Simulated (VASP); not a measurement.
MgB2: single point with PBEsol

The system is MgB2.

```
CELL_PARAMETERS angstrom
3.04431 0.00000 0.00000
-1.52215 2.63645 0.00000
0.00000 0.00000 3.42763
ATOMIC_POSITIONS crystal
Mg 0.00000 0.00000 0.00000
B 0.66667 0.33333 0.50000
B 0.33333 0.66667 0.50000
```

```json
{
 "Program": "VASP 6.6.1",
 "Task": "single point",
 "Functional": "PBEsol",
 "Potentials or basis": "VASP PAW PBE potentials, release 64 (Mg, B)",
 "Cutoff": "520 eV",
 "k mesh": "10 × 10 × 8",
 "Occupations": "fermi-dirac, width 0.05 eV",
 "Spin": "no spin polarisation"
}
```

| Property | Result |
| --- | --- |
| Pressure | 5.0 GPa |
| Band gap on the k mesh | zero (bands 4 and 5 overlap by 2.69 eV) |

Stress tensor (GPa, compression positive):
```
5.12 0.00 0.00
0.00 5.12 0.00
0.00 0.00 4.89
```

Levels at points of the mesh, in eV from the Fermi level:
```csv
k point,band 2,band 3,band 4,band 5,band 6,band 7
"(0.00, 0.00, 0.00)",-2.95,0.30,0.30,1.93,6.32,6.32
"(0.50, 0.00, 0.00)",-8.13,-2.33,0.24,3.23,3.80,5.69
"(0.00, 0.00, 0.50)",-7.73,0.73,0.73,6.65,6.65,8.05
"(0.50, 0.00, 0.50)",-7.13,-3.79,-2.01,-1.43,5.89,9.06
```

Run time: 6.8 s on 1 thread of Intel(R) Xeon(R) 6975P-C (Granite Rapids), on a shared host, peak memory 0.15 GiB.

Caveat: the cell stands under pressure; the PAW data sets were made with another functional, which shifts forces and pressure a little.
